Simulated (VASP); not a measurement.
A run of VASP 6.6.1:

File INCAR:

```
SYSTEM = TiH3
PREC     = Accurate       ! precision mode
ENCUT    = 520            ! plane-wave cutoff, eV
EDIFF    = 1E-6           ! SCF threshold, eV
ISMEAR   = 0              ! smearing method
SIGMA    = 0.1            ! smearing width, eV
LREAL    = .False.        ! projectors in reciprocal space
LASPH    = .True.         ! aspherical terms in the spheres
NELM     = 100            ! most SCF steps
ALGO     = Normal         ! electronic algorithm
ISIF     = 2              ! what is computed and relaxed
LWAVE    = .False.        ! write WAVECAR
LCHARG   = .True.         ! write CHGCAR
GGA      = PE             ! functional
LELF     = .True.         ! ELF
LVHAR    = .True.       
NBANDS   = 16             ! bands
```

Contents of KPOINTS:

```
regular mesh
0
Gamma
  18 18 18
  0 0 0
```

POSCAR

```
TiH3
1.0
   -1.8592377561      1.8592377561      1.8592377561
    1.8592377561     -1.8592377561      1.8592377561
    1.8592377561      1.8592377561     -1.8592377561
Ti H
1 3
Direct
    0.0000000000      0.0000000000      0.0000000000
    0.0000000000      0.5000000000      0.5000000000
    0.5000000000      0.0000000000      0.5000000000
    0.5000000000      0.5000000000      0.0000000000
```

Potentials or basis: VASP PAW PBE potentials, release 64 (Ti_sv, H).

Launch:

```sh
$ cat potpaw_PBE.64/Ti_sv/POTCAR potpaw_PBE.64/H/POTCAR > POTCAR
$ mpirun -np 1 vasp_std > vasp.out
```

Hardware: 1 thread of Intel(R) Xeon(R) Platinum 8124M CPU @ 3.00GHz (Skylake/Cascade Lake), on a shared host.

How long does it take, and how much memory?

Wall time 47 s on 1 thread of Intel(R) Xeon(R) Platinum 8124M CPU @ 3.00GHz (Skylake/Cascade Lake), on a shared host, peak memory 0.2 GiB. Counts: scf iterations 14, k points 195.
